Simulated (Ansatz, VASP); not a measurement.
## One calculation of CoO, two programs

File INCAR:

```
ALGO     = Normal         # electronic algorithm
EDIFF    = 1E-7           # SCF threshold, eV
ENCUT    = 520            # plane-wave cutoff, eV
GGA      = PE             # functional
ISIF     = 2              # what is computed and relaxed
ISMEAR   = -1             # smearing method
ISPIN    = 2              # spin polarisation
LASPH    = T              # aspherical terms in the spheres
LCHARG   = F              # write CHGCAR
LMAXMIX  = 4              # l up to which the mixer works
LORBIT   = 11             # projections on sites
LREAL    = F              # projectors in reciprocal space
LWAVE    = F              # write WAVECAR
MAGMOM   = 2 0            # initial moments
NBANDS   = 18             # bands
NELM     = 150            # most SCF steps
PREC     = Accurate       # precision mode
SIGMA    = 0.05           # smearing width, eV
```

File KPOINTS:

```
k-points
0
Gamma
  15 15 15
```

POSCAR

```
CoO
1.0
    0.0213150000      2.1421575000      2.1421575000
    2.1421575000      0.0213150000      2.1421575000
    2.1421575000      2.1421575000      0.0213150000
Co O
1 1
Direct
    0.0000000000      0.0000000000      0.0000000000
    0.5000000000      0.5000000000      0.5000000000
```

Input for Ansatz:

```yaml
crystal:
  lattice:
    - [0.021315, 2.1421575, 2.1421575]
    - [2.1421575, 0.021315, 2.1421575]
    - [2.1421575, 2.1421575, 0.021315]
  atoms:
    - { symbol: Co, position: [0.0, 0.0, 0.0], spin: 2.0 }
    - { symbol: O, position: [0.5, 0.5, 0.5] }
magnetization:
  spin_polarized: true
kpoints:
  mp_grid: { grid: [15, 15, 15] }
scf:
  occupations: { method: fermi_dirac, width: 0.05 }
hamiltonian:
  xc: pbe
  pseudopotentials: { kind: all_electron, lapw: { basis_error: 0.0005 } }
output:
  forces: true
  stress: true
  eigenvalues: true
```

Change from the starting cell: equal xy, yz and zx shear strains of +1 %.

Alike in both runs: task single point; functional PBE; k mesh 15 × 15 × 15; occupations fermi-dirac, width 0.05 eV; collinear spin.

|  | VASP | Ansatz |
| --- | --- | --- |
| version | VASP 6.6.1 | Ansatz 0.2.0 |
| potentials or method | VASP PAW PBE potentials, release 64 (Co, O), cutoff 520 eV | all-electron LAPW, scalar-relativistic |

VASP gave:

* pressure (GPa): -2.3
* traceless stress, the component that is largest in VASP (GPa): 0.26
* net moment per atom (μB): 1.46
* size of the moment on the site where the two differ most (μB): 2.56

Task: Estimate Ansatz's values.

Result: Pressure (GPa): -1.8; traceless stress, the component that is largest in VASP (GPa): 0.38; net moment per atom (μB): 1.47; size of the moment on the site where the two differ most (μB): 2.60.

Site moments also hang on the region over which each program counts them. Ansatz ran all-electron here, and VASP with PAW potentials.
